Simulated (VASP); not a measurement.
**SnO2: single point with PBEsol**

The system is SnO2.

```xyz
6
Lattice="4.7863 0.0000 0.0000 0.0000 4.7863 0.0000 0.0000 0.0000 3.1642" Properties=species:S:1:pos:R:3 pbc="T T T"
Sn    2.3932    2.3932    1.5821
Sn    0.0000    0.0000    0.0000
O     0.9273    3.8590    1.5821
O     3.8590    0.9273    1.5821
O     1.4658    1.4658    0.0000
O     3.3205    3.3205    0.0000
```

This cell differs from its parent crystal: uniaxial strain along c: -1.5 %.

```
Program                : VASP 6.6.1
Task                   : single point
Functional             : PBEsol
Potentials or basis    : VASP PAW PBE potentials, release 64 (Sn_d, O)
Cutoff                 : 520 eV
k mesh                 : 6 × 6 × 8
Occupations            : gaussian, width 0.02 eV
Spin                   : no spin polarisation
Dipole correction      : no
Further INCAR settings : ALGO = Normal; EDIFF = 1e-07; NBANDS = 35
```

```json
{"Pressure": "3.1 GPa", "Largest force": "0.108 eV/Å", "Band gap on the k mesh": "1.07 eV, direct"}
```

Forces on the atoms (eV/Å):
```
Sn   0.000  0.000  0.000
Sn   0.000  0.000  0.000
O    0.076 -0.076  0.000
O   -0.076  0.076  0.000
O   -0.076 -0.076  0.000
O    0.076  0.076  0.000
```

Stress tensor (GPa, compression positive):
```
1.40 0.00 0.00
0.00 1.40 0.00
0.00 0.00 6.40
```

Levels at points of the mesh, in eV from the valence-band top:
| k point | band 22 | band 23 | band 24 | band 25 | band 26 | band 27 | band 28 | band 29 | band 30 | band 31 |
| --- | --- | --- | --- | --- | --- | --- | --- | --- | --- | --- |
| (0.00, 0.00, 0.00) | -1.22 | -1.22 | -0.81 | -0.81 | 0.00 | 1.07 | 6.09 | 6.21 | 6.21 | 10.11 |
| (0.50, 0.00, 0.00) | -2.01 | -1.18 | -1.18 | -0.66 | -0.66 | 4.23 | 4.23 | 6.98 | 6.98 | 10.61 |
| (0.50, 0.50, 0.00) | -1.99 | -1.29 | -1.29 | -0.94 | -0.94 | 4.68 | 4.68 | 7.37 | 7.37 | 10.64 |
| (0.00, 0.00, 0.50) | -2.67 | -1.66 | -1.66 | -1.26 | -1.26 | 5.99 | 5.99 | 9.44 | 9.44 | 10.63 |
| (0.50, 0.00, 0.50) | -1.75 | -1.12 | -1.12 | -0.76 | -0.76 | 6.24 | 6.24 | 7.70 | 7.70 | 10.94 |
| (0.50, 0.50, 0.50) | -2.53 | -0.99 | -0.99 | -0.86 | -0.86 | 4.61 | 4.61 | 8.64 | 8.64 | 10.88 |

Wall time 2.4 min on 1 thread of AMD EPYC 7R13 Processor (Zen 3), with other jobs on the host, peak memory 0.2 GiB.

Caveat: the cell differs from its parent crystal (uniaxial strain along c: -1.5 %); the PAW data sets were made with another functional, which shifts forces and pressure a little; spin-orbit coupling is left out, which moves the levels of the heavy elements.
